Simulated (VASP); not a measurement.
Runs of VASP 6.6.1 on TlBr. The structure is that of space group Pm-3m (No. 221), or close to it. The cells are those of the table. 

| task | level | spin | cell | k mesh | cutoff (eV) | smearing | grid for exact exchange (PRECFOCK) | share of exact exchange | screening parameter | gap on the mesh (eV) | pressure (GPa) |
| --- | --- | --- | --- | --- | --- | --- | --- | --- | --- | --- | --- |
| single point | PBE+D4 | off | a = 4.002 Å, 2 atoms | 6 × 6 × 6 | 500 | fermi-dirac 0.02 eV | - | - | - | (b) | 0.0 |
| single point | r2SCAN+rVV10 | off | a = 3.945 Å, 2 atoms | 6 × 6 × 6 | 550 | fermi-dirac 0.02 eV | - | - | - | 2.18 | 0.2 |
| dielectric tensor | PBE | off | a = 3.945 Å, 2 atoms | 6 × 6 × 6 | 400 | gaussian 0.01 eV | - | - | - | 1.79 | - |
| relaxation of cell and atoms | r2SCAN+rVV10 | off | relaxed from a = 4.000 Å, 2 atoms | 6 × 6 × 6 | 550 | fermi-dirac 0.02 eV | - | - | - | 2.20 | 0.0 |
| single point | PBE | off | a = 3.945 Å, 2 atoms | 4 × 4 × 4 | 500 | gaussian 0.01 eV | - | - | - | (c) | 2.1 |
| single point | HSE06 | off | a = 3.945 Å, 2 atoms | 4 × 4 × 4 | 400 | gaussian 0.01 eV | Normal | 0.25 | 0.2079 1/Å | 2.47 | 1.6 |
| single point | r2SCAN | off | a = 3.945 Å, 2 atoms | 6 × 6 × 6 | 550 | gaussian 0.01 eV | - | - | - | 2.23 | 1.0 |
| single point | PBE | non-collinear, zero start, SOC | a = 3.945 Å, 2 atoms | 6 × 6 × 6 | 500 | gaussian 0.01 eV | - | - | - | - | (a) |

Alike in all rows: potentials or basis VASP PAW PBE potentials, release 64 (Tl_d, Br).

**Question.** Estimate the missing entries.

**Answer.** (a) 1.8; (b) 1.91; (c) 1.78.

Caveats: spin-orbit coupling is left out, which moves the levels of the heavy elements (at least some runs); the PAW data sets were made with another functional, which shifts forces and pressure a little (at least some runs).

A k mesh can miss the band edges, and rows without SOC leave out spin-orbit coupling on Br, Tl.
